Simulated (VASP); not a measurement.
# LaLu2N3 (P6/mmm) in VASP: notebook, part 2 of 2

VASP 6.6.1. The steps go on from the part before.

## (3) Single point, PBE

This run uses another cell than the first one, of 20.00 Å³/atom.

INCAR reads:

```
PREC = Accurate
ENCUT = 520
EDIFF = 1E-7
ISMEAR = 0
SIGMA = 0.1
LREAL = False
LASPH = True
NELM = 100
ALGO = Normal
ISIF = 2
LWAVE = False
LCHARG = False
GGA = PE
NBANDS = 47
```

KPOINTS reads:

```
regular mesh
0
Gamma
  6 6 4
```

POSCAR reads:

```
LaLu2N3
1.0
    5.4751546300      0.0000000000      0.0000000000
   -2.7375773100      4.7416230000      0.0000000000
    0.0000000000      0.0000000000      4.6222910100
La Lu N
1 2 3
Direct
    0.0000000000      0.0000000000      0.5000000000
    0.3333333300      0.6666666700      0.5000000000
    0.6666666700      0.3333333300      0.5000000000
    0.5000000000      0.0000000000      0.0000000000
    0.0000000000      0.5000000000      0.0000000000
    0.5000000000      0.5000000000      0.0000000000
```

Potentials or basis: VASP PAW PBE potentials, release 64 (La, Lu, N).

Launch:

```console
> cat potpaw_PBE.64/La/POTCAR potpaw_PBE.64/Lu/POTCAR potpaw_PBE.64/N/POTCAR > POTCAR
> mpirun -np 1 vasp_std > vasp.out
```

OUTCAR:

```text
PREC = Accurate
   ENCUT = 520
   EDIFF = 1E-7
   ISMEAR = 0
   LREAL = False
   LASPH = True
   NELM = 100
   ISIF = 2
   GGA = PE

 ion  position               nearest neighbor table
   1  0.000  0.000  0.500-   2 3.16   3 3.16   2 3.16   3 3.16   3 3.16   2 3.16
   2  0.333  0.667  0.500-   1 3.16   3 3.16   3 3.16   1 3.16   1 3.16   3 3.16
   3  0.667  0.333  0.500-   1 3.16   2 3.16   2 3.16   1 3.16   1 3.16   2 3.16
   4  0.500  0.000  0.000-
   5  0.000  0.500  0.000-
   6  0.500  0.500  0.000-

  LATTYP: Found a hexagonal cell.
 ALAT       =     5.4751546300
 C/A-ratio  =     0.8442302222

  Lattice vectors:

 A1 = (   5.4751546300,   0.0000000000,   0.0000000000)
 A2 = (  -2.7375773100,   4.7416230000,   0.0000000000)
 A3 = (   0.0000000000,   0.0000000000,   4.6222910100)

Analysis of symmetry for initial positions (statically):
=====================================================================
 Subroutine PRICEL returns:
 Original cell was already a primitive cell.

 Routine SETGRP: Setting up the symmetry group for a
 hexagonal supercell.

 Subroutine GETGRP returns: Found 24 space group operations
 (whereof 24 operations were pure point group operations)
 out of a pool of 24 trial point group operations.

The static configuration has the point symmetry D_6h.

Analysis of symmetry for dynamics (positions and initial velocities):
=====================================================================
 Subroutine PRICEL returns:
 Original cell was already a primitive cell.

 Routine SETGRP: Setting up the symmetry group for a
 hexagonal supercell.

 Subroutine GETGRP returns: Found 24 space group operations
 (whereof 24 operations were pure point group operations)
 out of a pool of 24 trial point group operations.

The dynamic configuration has the point symmetry D_6h.

 Subroutine INISYM returns: Found 24 space group operations
 (whereof 24 operations are pure point group operations),
 and found     1 'primitive' translations

----------------------------------------------------------------------------------------

                                     Primitive cell

  volume of cell :     119.9998

  direct lattice vectors                    reciprocal lattice vectors
     5.475154630  0.000000000  0.000000000     0.182643243  0.105449126  0.000000000
    -2.737577310  4.741623000  0.000000000     0.000000000  0.210898252  0.000000000
     0.000000000  0.000000000  4.622291010     0.000000000  0.000000000  0.216342934

  length of vectors
     5.475154630  5.475154628  4.622291010     0.210898251  0.210898252  0.216342934

  position of ions in fractional coordinates (direct lattice)
     0.000000000  0.000000000  0.500000000
     0.333333330  0.666666670  0.500000000
     0.666666670  0.333333330  0.500000000
     0.500000000  0.000000000  0.000000000
     1.000000000  0.500000000  0.000000000
     0.500000000  0.500000000  0.000000000

  ion indices of the primitive-cell ions
   primitive index   ion index
                 1           1
                 2           2
                 3           3
[... 26 lines left out ...]
 ===========================================

 Found     21 irreducible k-points:

 Following reciprocal coordinates:
            Coordinates               Weight
  0.000000  0.000000  0.000000      1.000000
  0.166667 -0.000000  0.000000      6.000000
  0.333333 -0.000000  0.000000      6.000000
  0.500000  0.000000  0.000000      3.000000
  0.166667  0.166667  0.000000      6.000000
  0.333333  0.166667  0.000000     12.000000
[... 13 lines left out ...]
  0.333333  0.166667  0.500000     12.000000
  0.333333  0.333333  0.500000      2.000000
   k-points           NKPTS =     21   k-points in BZ     NKDIM =     21   number of bands    NBANDS=     47
   number of dos      NEDOS =    301   number of ions     NIONS =      6
   total plane-waves  NPLWV =  63504
   dimension x,y,z NGX =    42 NGY =   42 NGZ =   36
   dimension x,y,z NGXF=    84 NGYF=   84 NGZF=   72
   ions per type =               1   2   3
   NGX,Y,Z   is equivalent  to a cutoff of  12.75, 12.75, 12.95 a.u.
   NGXF,Y,Z  is equivalent  to a cutoff of  25.51, 25.51, 25.90 a.u.
 SYSTEM =  unknown system
   PREC   = accura    normal or accurate (medium, high low for compatibility)
   ISTART =      0    job   : 0-new  1-cont  2-samecut
   ICHARG =      2    charge: 1-file 2-atom 10-const
   ISPIN  =      1    spin polarized calculation?
   LNONCOLLINEAR =      F non collinear calculations
   LSORBIT =      F    spin-orbit coupling
   LASPH  =      T    aspherical Exc in radial PAW
   ENCUT  =  520.0 eV  38.22 Ry    6.18 a.u.  10.18 10.18  8.59*2*pi/ulx,y,z
   NELM   =    100;   NELMIN=  2; NELMDL= -5     # of ELM steps
   EDIFF  = 0.1E-06   stopping-criterion for ELM
   LREAL  =      F    real-space projection
   EDIFFG = 0.1E-05   stopping-criterion for IOM
   NSW    =      0    number of steps for IOM
   IBRION =     -1    ionic relax: 0-MD 1-quasi-New 2-CG
   NFREE  =      0    steps in history (QN), initial steepest desc. (CG)
   ISIF   =      2    stress and relaxation
   ISYM   =      2    0-nonsym 1-usesym 2-fastsym
   POTIM  = 0.5000    time-step for ionic-motion
   TEBEG  =    0.0;   TEEND  =   0.0 temperature during run
   PSTRESS=    0.0 pullay stress
   NELECT =      76.0000    total number of electrons
   NUPDOWN=      -1.0000    fix difference up-down
   EMIN   =  10.00;   EMAX   =-10.00  energy-range for DOS
   EFERMI =   0.00;   METHOD = LEGACY
   ISMEAR =     0;   SIGMA  =   0.10  broadening in eV -4-tet -1-fermi 0-gaus
   EFERMI_NEDOS =   21; number of points for ismear=-14 and -15
   IALGO  =     38    algorithm
   IMIX   =      4    mixing-type and parameters
     AMIX     =   0.40;   BMIX     =  1.00
     AMIX_MAG =   1.60;   BMIX_MAG =  1.00
  volume/ion in A,a.u.               =      20.00       134.97
  Fermi-wavevector in a.u.,A,eV,Ry     =   1.405894  2.656754 26.892417  1.976537
  Thomas-Fermi vector in A             =   2.528309
   LORBIT       =      0    0 simple, 1 ext, 2 COOP (PROOUT), +10 PAW based schemes
   GGA     = PE    functional components
   LHFCALC =     F    Hartree Fock is set to
   AEXX    =    0.0000 exact exchange contribution
   IVDW    =     0    specifies the selected vdW correction
   LEPSILON=     F    determine dielectric tensor
   LRPA    =     F    only Hartree local field effects (RPA)
 non-spin polarized calculation
 Gauss-broadening in eV      SIGMA  =   0.10
  energy-cutoff  :      520.00
  volume of cell :      120.00
 maximum number of plane-waves:      3272
 NGX is ok and might be reduce to    42
   NGX = 21   NGY = 21   NGZ = 17

 number of electron      75.9999999 magnetization

 Free energy of the ion-electron system (eV)
  ---------------------------------------------------
  ext. energy  EPLUGINS =         0.00000000
  ---------------------------------------------------
  free energy    TOTEN  =       -32.51394365 eV

  energy without entropy =      -32.47864730  energy(sigma->0) =      -32.49629547

 E-fermi :   3.7276     XC(G=0): -10.4149

 val. band max:        3.7111884002   @ k =   0.1667   0.1667   0.5000
 cond. band min:       3.7455921091   @ k =   0.1667   0.1667   0.2500
 fundamental gap:      0.0344037090
 Fermi energy:         3.7275942668

 k-point     1 :       0.0000    0.0000    0.0000
  band No.  band energies     occupation
      1     -52.2600      2.00000
      2     -52.2114      2.00000
      3     -29.2623      2.00000
      4     -23.2359      2.00000
      5     -23.2359      2.00000
      6     -22.8487      2.00000
[... 1039 lines left out ...]
     46       5.5677      0.00000
     47       5.5974      0.00000

------------------------ aborting loop because EDIFF is reached ----------------------------------------

  FORCE on cell =-STRESS in cart. coord.  units (eV):
  Direction    XX          YY          ZZ          XY          YZ          ZX
  --------------------------------------------------------------------------------------
  -------------------------------------------------------------------------------------
  Total        1.8272779      1.8272779    -31.9442807      0.0000000     -0.0000000     -0.0000000
  in kB       24.3968915     24.3968915   -426.5038952      0.0000000     -0.0000000     -0.0000000
  external PRESSURE =    -125.9033708 kB  Pullay stress =       0.0000000 kB

 VOLUME and BASIS-vectors are now :
 -----------------------------------------------------------------------------
  energy-cutoff  :      520.00
  volume of cell :      120.00
      direct lattice vectors                 reciprocal lattice vectors
     5.475154630  0.000000000  0.000000000     0.182643243  0.105449126  0.000000000
    -2.737577310  4.741623000  0.000000000     0.000000000  0.210898252  0.000000000
     0.000000000  0.000000000  4.622291010     0.000000000  0.000000000  0.216342934

 POSITION                                       TOTAL-FORCE (eV/Angst)
 -----------------------------------------------------------------------------------
      0.00000      0.00000      2.31115         0.000000      0.000000      0.000000
     -0.00000      3.16108      2.31115         0.000000      0.000000      0.000000
      2.73758      1.58054      2.31115        -0.000000     -0.000000      0.000000
      2.73758      0.00000      0.00000         0.000000      0.000000      0.000000
     -1.36879      2.37081      0.00000         0.000000      0.000000      0.000000
      1.36879      2.37081      0.00000         0.000000      0.000000      0.000000
 -----------------------------------------------------------------------------------
    total drift:                                0.000000      0.000000      0.000000

  FREE ENERGIE OF THE ION-ELECTRON SYSTEM (eV)
  ---------------------------------------------------
  free  energy   TOTEN  =       -32.5139436525 eV

  energy  without entropy=      -32.4786472955  energy(sigma->0) =      -32.49629547
```

Run time: 2.2 min. Hardware: 1 thread of Intel Xeon 6975P-C (Granite Rapids), shared host; peak memory 0.31 GiB.

Results:

| Quantity | Value |
| --- | --- |
| Free energy | -32.5139 eV |
| Pressure | -12.6 GPa |
| Band gap on the k mesh | zero (bands 38 and 39 overlap by 1.42 eV) |

Stress tensor (GPa, compression positive):
```
  2.44   0.00   0.00
  0.00   2.44   0.00
  0.00   0.00 -42.65
```

Caveat: the cell stands under tension; spin-orbit coupling is left out, which moves the levels of the heavy elements.
